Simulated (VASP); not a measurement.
# ScSi23O48 (a cell with a defect) in VASP: notebook, part 2 of 3

VASP 6.6.1. The steps go on from the part before.

## (3) Single point, PBE

Contents of INCAR:

```
SYSTEM = ScSi23O48
  PREC = Accurate
  ENCUT = 520
  EDIFF = 1E-6
  ISMEAR = -1
  SIGMA = 0.01
  LREAL = Auto
  LASPH = .TRUE.
  NELM = 120
  ALGO = Normal
  ISIF = 2
  LWAVE = .FALSE.
  LCHARG = .FALSE.
  GGA = PE
  NELECT = 390.0
  NBANDS = 238
  GGA_COMPAT = .FALSE.
```

Contents of KPOINTS:

```
regular mesh
0
G
  1 1 1
  0 0 0
```

Contents of POSCAR:

```
ScSi23O48
1.0
   10.0416380576     -0.0000000014      0.0000000000
   -5.0208190300      8.6963136528      0.0000000000
    0.0000000000      0.0000000000     11.0185484200
Si O Sc
23 48 1
Direct
    0.0065226177      0.2387095867      0.1690708891
    0.2702173356      0.2698913625      0.0002419112
    0.2322916125     -0.0050691814      0.3231508089
   -0.0047835076      0.2319860343      0.6773302671
    0.2388893014      0.0062352346      0.8313057849
   -0.0095310311      0.7230451323      0.1661838813
    0.2563506884      0.7632251540     -0.0024936718
    0.2329269150      0.5209949998      0.3261900705
   -0.0007132933      0.7425589625      0.6681067712
    0.2593714966      0.7728196487      0.4963059324
    0.2350466343      0.4989078283      0.8335379005
    0.4992122311      0.2346805672      0.1669429862
    0.7634818930      0.2560944590      0.0029342843
    0.7428951240     -0.0009516900      0.3323439750
    0.5211814711      0.2326918291      0.6742415446
    0.7730177519      0.2590577762      0.5041940708
    0.7233080403     -0.0098000198      0.8342877476
    0.4992433625      0.7489445708      0.1597278077
    0.7579104170      0.7576570003      0.0002452885
    0.7329635395      0.4877177155      0.3376999422
    0.4880340512      0.7327450189      0.6627598871
    0.7518058999      0.7515110984      0.5002121434
    0.7491758534      0.4989783695      0.8406870641
    0.0774054936      0.3778335896      0.2688618498
    0.3075056215      0.4707987335      0.4333492356
    0.1389215831      0.2148728746      0.1051638342
    0.1988463955      0.1278825409      0.3688744803
    0.4290277591      0.2996638540      0.0645286115
    0.3648152005      0.0680197720      0.2175353390
    0.0684109509      0.3645045415      0.7829334450
    0.3000879115      0.4287327748      0.9359190909
    0.1281304216      0.1985638546      0.6314144065
    0.2150944244      0.1386246475      0.8952769978
    0.4709923246      0.3072565377      0.5670673825
    0.3779769017      0.0771342360      0.7314813341
    0.0749557557      0.8513620157      0.2713032727
    0.2960662357      0.9369090054      0.4370395756
    0.1180348829      0.6947253006      0.0974087341
    0.1960848772      0.6487946417      0.3842783738
    0.4213129342      0.8073152915      0.0589350738
    0.3601341674      0.5919440164      0.2176460574
    0.0794522202      0.8829116772      0.7653016295
    0.2805824747      0.9205600578      0.9372001248
    0.1275042815      0.7156222183      0.6004635004
    0.2105911053      0.6324991347      0.8936500263
    0.4154383937      0.7940270079      0.5589880656
    0.3561473873      0.5701467613      0.7209614684
    0.5703930398      0.3557962018      0.2795024532
    0.7943164507      0.4151101738      0.4414149509
    0.6328329236      0.2102107785      0.1068833607
    0.7158266971      0.1270992002      0.4001126798
    0.9209068886      0.2803993181      0.0631221082
    0.8831364357      0.0793283205      0.2350965476
    0.5921224060      0.3599860364      0.7827345136
    0.8073922414      0.4210250540      0.9415590755
    0.6490098582      0.1958593927      0.6162208637
    0.6950289321      0.1178413312      0.9029883304
    0.9370808672      0.2957754566      0.5635199459
    0.8517231334      0.0746338057      0.7292148725
    0.5834443707      0.8807955855      0.2628694809
    0.7862676212      0.9088080734      0.4323560326
    0.6201388200      0.7064887106      0.0988277421
    0.7013442907      0.6162451162      0.3995874349
    0.9136487955      0.7874169717      0.0688538882
    0.8602012863      0.5637510021      0.2289939646
    0.5640183968      0.8599679845      0.7714786061
    0.7876368425      0.9134349091      0.9316992174
    0.6166298348      0.7012043564      0.6008923205
    0.7069009301      0.6200431880      0.9015321061
    0.9091009833      0.7858507207      0.5680062841
    0.8811174442      0.5830878173      0.7375865943
    0.2796601037      0.2793832247      0.5001410596
```

Potentials or basis: VASP PAW PBE potentials, release 64 (Si, O, Sc_sv).

Launch:

```
cat potpaw_PBE.64/Si/POTCAR potpaw_PBE.64/O/POTCAR potpaw_PBE.64/Sc_sv/POTCAR > POTCAR
mpirun -np 1 vasp_gam > vasp.out
```

OUTCAR:

```text
SYSTEM = ScSi23O48
   PREC = Accurate
   ENCUT = 520
   EDIFF = 1E-6
   ISMEAR = -1
   LREAL = Auto
   LASPH = .TRUE.
   NELM = 120
   ISIF = 2
   GGA = PE
   NELECT = 390.0

 ion  position               nearest neighbor table
   1  0.007  0.239  0.169-  52 1.62  26 1.62  53 1.63  24 1.63  14 3.11   2 3.12   8 3.12  13 3.12

   2  0.270  0.270  0.000-  26 1.63  33 1.63  28 1.63  31 1.63  11 3.10  12 3.10   5 3.12   1 3.12

   3  0.232  0.995  0.323-  27 1.61  36 1.62  29 1.64  37 1.64  10 3.05  12 3.08   6 3.12
   4  0.995  0.232  0.677-  32 1.61  59 1.62  30 1.64  58 1.64  16 3.05  11 3.08  17 3.12
   5  0.239  0.006  0.831-  43 1.62  33 1.62  42 1.63  35 1.63   9 3.11   2 3.12  15 3.12   7 3.13
[... 81 lines left out ...]
  70  0.909  0.786  0.568-   9 1.62  22 1.62
  71  0.881  0.583  0.738-  23 1.62   9 1.63
  72  0.280  0.279  0.500-  34 1.94  25 1.94  27 1.96  32 1.96

  LATTYP: Found a hexagonal cell.
 ALAT       =    10.0416380576
 C/A-ratio  =     1.0972859564

  Lattice vectors:

 A1 = (  10.0416380576,  -0.0000000014,   0.0000000000)
 A2 = (  -5.0208190300,   8.6963136528,   0.0000000000)
 A3 = (   0.0000000000,   0.0000000000,  11.0185484200)

Analysis of symmetry for initial positions (statically):
=====================================================================
 Subroutine PRICEL returns:
 Original cell was already a primitive cell.

 Routine SETGRP: Setting up the symmetry group for a
 hexagonal supercell.

 Subroutine GETGRP returns: Found  1 space group operations
 (whereof  1 operations were pure point group operations)
 out of a pool of 24 trial point group operations.

The static configuration has the point symmetry C_1 .

Analysis of symmetry for dynamics (positions and initial velocities):
=====================================================================
 Subroutine PRICEL returns:
 Original cell was already a primitive cell.

 Routine SETGRP: Setting up the symmetry group for a
 hexagonal supercell.

 Subroutine GETGRP returns: Found  1 space group operations
 (whereof  1 operations were pure point group operations)
 out of a pool of 24 trial point group operations.

The dynamic configuration has the point symmetry C_1 .

 Subroutine INISYM returns: Found  1 space group operations
 (whereof  1 operations are pure point group operations),
 and found     1 'primitive' translations

----------------------------------------------------------------------------------------

                                     Primitive cell

  volume of cell :     962.1973

  direct lattice vectors                    reciprocal lattice vectors
    10.041638058 -0.000000001  0.000000000     0.099585346  0.057495626  0.000000000
    -5.020819030  8.696313653  0.000000000     0.000000000  0.114991253  0.000000000
     0.000000000  0.000000000 11.018548420     0.000000000  0.000000000  0.090756056

  length of vectors
    10.041638058 10.041638058 11.018548420     0.114991253  0.114991253  0.090756056

  position of ions in fractional coordinates (direct lattice)
     0.006522618  0.238709587  0.169070889
     0.270217336  0.269891362  0.000241911
     0.232291612  0.994930819  0.323150809
[... 165 lines left out ...]

 Subroutine IBZKPT returns following result:
 ===========================================

 Found      1 irreducible k-points:

 Following reciprocal coordinates:
            Coordinates               Weight
  0.000000  0.000000  0.000000      1.000000
   k-points           NKPTS =      1   k-points in BZ     NKDIM =      1   number of bands    NBANDS=    238
   number of dos      NEDOS =    301   number of ions     NIONS =     72
   total plane-waves  NPLWV = 537600
   dimension x,y,z NGX =    80 NGY =   80 NGZ =   84
   dimension x,y,z NGXF=   160 NGYF=  160 NGZF=  168
   ions per type =              23  48   1
   NGX,Y,Z   is equivalent  to a cutoff of  13.24, 13.24, 12.67 a.u.
   NGXF,Y,Z  is equivalent  to a cutoff of  26.49, 26.49, 25.35 a.u.
 SYSTEM =  ScSi23O48
   PREC   = accura    normal or accurate (medium, high low for compatibility)
[... 17 lines left out ...]
   TEBEG  =    0.0;   TEEND  =   0.0 temperature during run
   PSTRESS=    0.0 pullay stress
   NELECT =     390.0000    total number of electrons
   NUPDOWN=      -1.0000    fix difference up-down
   EMIN   =  10.00;   EMAX   =-10.00  energy-range for DOS
   EFERMI =   0.00;   METHOD = LEGACY
   ISMEAR =    -1;   SIGMA  =   0.01  broadening in eV -4-tet -1-fermi 0-gaus
   EFERMI_NEDOS =   21; number of points for ismear=-14 and -15
   IALGO  =     38    algorithm
   IMIX   =      4    mixing-type and parameters
     AMIX     =   0.40;   BMIX     =  1.00
     AMIX_MAG =   1.60;   BMIX_MAG =  1.00
  volume/ion in A,a.u.               =      13.36        90.18
  Fermi-wavevector in a.u.,A,eV,Ry     =   1.211551  2.289499 19.971387  1.467855
  Thomas-Fermi vector in A             =   2.347063
   LORBIT       =      0    0 simple, 1 ext, 2 COOP (PROOUT), +10 PAW based schemes
   GGA     = PE    functional components
   LHFCALC =     F    Hartree Fock is set to
   AEXX    =    0.0000 exact exchange contribution
   IVDW    =     0    specifies the selected vdW correction
   LEPSILON=     F    determine dielectric tensor
   LRPA    =     F    only Hartree local field effects (RPA)
 non-spin polarized calculation
  energy-cutoff  :      520.00
  volume of cell :      962.20
 maximum number of plane-waves:     12960
 NGX is ok and might be reduce to    80
   NGX = 37   NGY = 37   NGZ = 41

 number of electron     389.9999977 magnetization

 Free energy of the ion-electron system (eV)
  ---------------------------------------------------
  ext. energy  EPLUGINS =         0.00000000
  ---------------------------------------------------
  free energy    TOTEN  =      -568.49470944 eV

  energy without entropy =     -568.47288087  energy(sigma->0) =     -568.48379516

 E-fermi :   0.5941     XC(G=0):  -8.9265

 val. band max:        0.5727884020   @ k =   0.0000   0.0000   0.0000
 cond. band min:       0.6090088765   @ k =   0.0000   0.0000   0.0000
 fundamental gap:      0.0362204746
 Fermi energy:         0.5941421964

 k-point     1 :       0.0000    0.0000    0.0000
  band No.  band energies     occupation
      1     -45.6406      2.00000
      2     -24.5000      2.00000
      3     -24.4694      2.00000
      4     -24.4602      2.00000
      5     -18.6696      2.00000
      6     -18.2986      2.00000
[... 199 lines left out ...]
    206       8.4855      0.00000
    207       8.5483      0.00000
 [bands above 207 left out]

------------------------ aborting loop because EDIFF is reached ----------------------------------------

  FORCE on cell =-STRESS in cart. coord.  units (eV):
  Direction    XX          YY          ZZ          XY          YZ          ZX
  --------------------------------------------------------------------------------------
  -------------------------------------------------------------------------------------
  Total       -0.1524864     -3.6814200     -1.4309134     -3.0527334     -0.3751326      0.6485701
  in kB       -0.2539087     -6.1300189     -2.3826475     -5.0831781     -0.6246421      1.0799492
  external PRESSURE =      -2.9221917 kB  Pullay stress =       0.0000000 kB

 VOLUME and BASIS-vectors are now :
 -----------------------------------------------------------------------------
  energy-cutoff  :      520.00
  volume of cell :      962.20
      direct lattice vectors                 reciprocal lattice vectors
    10.041638058 -0.000000001  0.000000000     0.099585346  0.057495626  0.000000000
    -5.020819030  8.696313653  0.000000000     0.000000000  0.114991253  0.000000000
     0.000000000  0.000000000 11.018548420     0.000000000  0.000000000  0.090756056

 POSITION                                       TOTAL-FORCE (eV/Angst)
 -----------------------------------------------------------------------------------
     -1.13302      2.07589      1.86292         0.010630     -0.009003     -0.001088
      1.35835      2.34706      0.00267         0.005176      0.016125     -0.003923
     -2.66278      8.65223      3.56065         0.009407     -0.041800     -0.021106
      8.82884      2.01742      7.46320        -0.034368     -0.011133      0.014884
      2.36753      0.05422      9.15978        -0.015558      0.003901     -0.000023
      6.31565      6.28783      1.83111         0.010900     -0.019952      0.007359
[... 64 lines left out ...]
      5.92028      5.07071      8.12713        -0.010695      0.011420      0.005300
      1.40551      2.42960      5.51083        -0.002542      0.001933      0.003855
 -----------------------------------------------------------------------------------
    total drift:                                0.000842     -0.015479      0.000588

  FREE ENERGIE OF THE ION-ELECTRON SYSTEM (eV)
  ---------------------------------------------------
  free  energy   TOTEN  =      -568.4947094441 eV

  energy  without entropy=     -568.4728808661  energy(sigma->0) =     -568.48379516
```

It took 25 min on 1 thread of Intel Xeon 8259CL, shared host; peak memory 0.99 GiB.

What came out:

```yaml
Free_energy: -568.4947 eV
Largest_force: 0.062 eV/Å
```

Forces on the atoms (eV/Å):
```
Si   0.011 -0.009 -0.001
Si   0.005  0.016 -0.004
Si   0.009 -0.042 -0.021
Si  -0.034 -0.011  0.015
Si  -0.016  0.004  0.000
Si   0.011 -0.020  0.007
Si   0.008  0.007 -0.002
Si  -0.043  0.004 -0.045
Si   0.010 -0.010 -0.008
Si   0.007  0.007  0.013
Si  -0.013  0.003 -0.002
Si   0.013 -0.015  0.001
Si   0.003  0.009  0.003
Si  -0.015 -0.005  0.011
Si   0.022 -0.032  0.045
Si   0.005  0.011 -0.013
Si  -0.018  0.006 -0.003
Si   0.000 -0.012  0.002
Si   0.000  0.003 -0.007
Si  -0.008  0.002  0.002
Si   0.008 -0.011 -0.003
Si   0.007  0.013  0.001
Si  -0.016 -0.001 -0.002
O    0.013  0.001  0.001
O    0.007  0.035  0.016
O   -0.001  0.011 -0.006
O   -0.037  0.011 -0.020
O    0.001 -0.011 -0.002
O   -0.009  0.004  0.006
O    0.007 -0.007 -0.005
O   -0.010 -0.007  0.003
O    0.024 -0.027  0.022
O    0.012  0.006  0.008
O    0.033  0.021 -0.016
O   -0.004  0.014  0.004
O    0.018  0.009  0.000
O   -0.009 -0.004 -0.006
O   -0.003  0.014 -0.005
O    0.009  0.001 -0.004
O   -0.002 -0.014  0.003
O   -0.010  0.005  0.007
O    0.012 -0.007 -0.004
O   -0.010 -0.002 -0.009
O   -0.002  0.015 -0.005
O    0.010 -0.001  0.009
O   -0.004 -0.010  0.006
O   -0.009  0.003  0.006
O    0.005 -0.005 -0.005
O   -0.009 -0.009 -0.006
O   -0.010  0.010 -0.010
O    0.013  0.007  0.008
O    0.003 -0.009  0.009
O   -0.008  0.008  0.004
O    0.010 -0.008 -0.006
O   -0.007 -0.010 -0.003
O   -0.006  0.007  0.001
O    0.011  0.003  0.000
O    0.003 -0.009  0.007
O   -0.004  0.019  0.000
O    0.013 -0.002 -0.007
O   -0.010 -0.009 -0.009
O   -0.002  0.015 -0.007
O    0.014  0.008  0.006
O    0.005 -0.011  0.007
O   -0.010  0.008  0.002
O    0.012 -0.004 -0.005
O   -0.010 -0.006 -0.002
O   -0.001  0.016 -0.005
O    0.014  0.005  0.007
O   -0.007 -0.014  0.006
O   -0.011  0.011  0.005
Sc  -0.003  0.002  0.004
```

Caveat: the k points lie up to 0.72 Å⁻¹ apart; the cell carries a net charge on a neutralising background, which shifts energy and pressure; the cell is charged against a uniform background, so pressure and absolute levels hang on convention.

[end of part 2 of 3]
